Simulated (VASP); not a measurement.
# Ta: single point with PBEsol

Ta:

```xyz
1
Lattice="-1.5798 1.5798 1.5798 1.5798 -1.5798 1.5798 1.5798 1.5798 -1.5798" Properties=species:S:1:pos:R:3 pbc="T T T"
Ta    0.0000    0.0000    0.0000
```

```yaml
Program: VASP 6.6.1
Task: single point
Functional: PBEsol
Potentials_or_basis: VASP PAW PBE potentials, release 64 (Ta_pv)
Cutoff: 520 eV
k_mesh: 11 × 11 × 11
Occupations: fermi-dirac, width 0.05 eV
Spin: no spin polarisation
Dipole_correction: no
Further_INCAR_settings: ALGO = Normal; EDIFF = 1e-07; NBANDS = 12
```

* Pressure: 30.5 GPa

Levels at points of the mesh, in eV from the Fermi level:
| k point | band 2 | band 3 | band 4 | band 5 | band 6 | band 7 | band 8 | band 9 |
| --- | --- | --- | --- | --- | --- | --- | --- | --- |
| (0.00, 0.00, 0.00) | -32.47 | -32.47 | -8.39 | 0.71 | 0.71 | 0.71 | 4.48 | 4.48 |

Wall time 19 s on 1 thread of AMD EPYC 7R13, with other jobs on the host, peak memory 0.1 GiB.

Caveat: the PAW data sets were made with another functional, which shifts forces and pressure a little; spin-orbit coupling is left out, which moves the levels of the heavy elements.
